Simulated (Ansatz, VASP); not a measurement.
## ZnH2 in VASP and in Ansatz

```
Zn H
1.0
     3.03933    0.00000    0.00000
    -1.51966    2.63213    0.00000
     0.00000    0.00000    3.06519
Zn H
1 2
Direct
  0.00000 0.00000 0.50000
  0.33333 0.66667 0.00000
  0.66667 0.33333 0.50000
```

Change from the starting cell: ordered vacancies on the cation sites of nickel arsenide (P-6m2, No. 187).

Alike in both runs: task relaxation of cell and atoms; functional PBE; k mesh 6 × 6 × 6; occupations gaussian, width 0.1 eV; no spin polarisation.

```csv
,VASP,Ansatz
version,VASP 6.6.1,Ansatz 0.2.0
potentials or method,"VASP PAW PBE potentials, release 64 (Zn, H), cutoff 600 eV","scalar-relativistic, plane waves, PAW"
valence electrons in the cell,14,14
```

```csv
,VASP,Ansatz,Ansatz less VASP
"gap on the k mesh at the Fermi level, each at its own relaxed structure (eV)",none,none,-
relaxed volume (Å³/atom),8.17,8.22,+0.042
relaxed cell length with the largest relative difference (Å),3.065,3.087,+0.0222
```

A gap of «none» marks a metal or a gap that the smearing closes.

The k mesh is coarse, so the values compare programs but aren't converged. Noted on VASP's run: the relaxation stopped at its first step, so nothing moved.
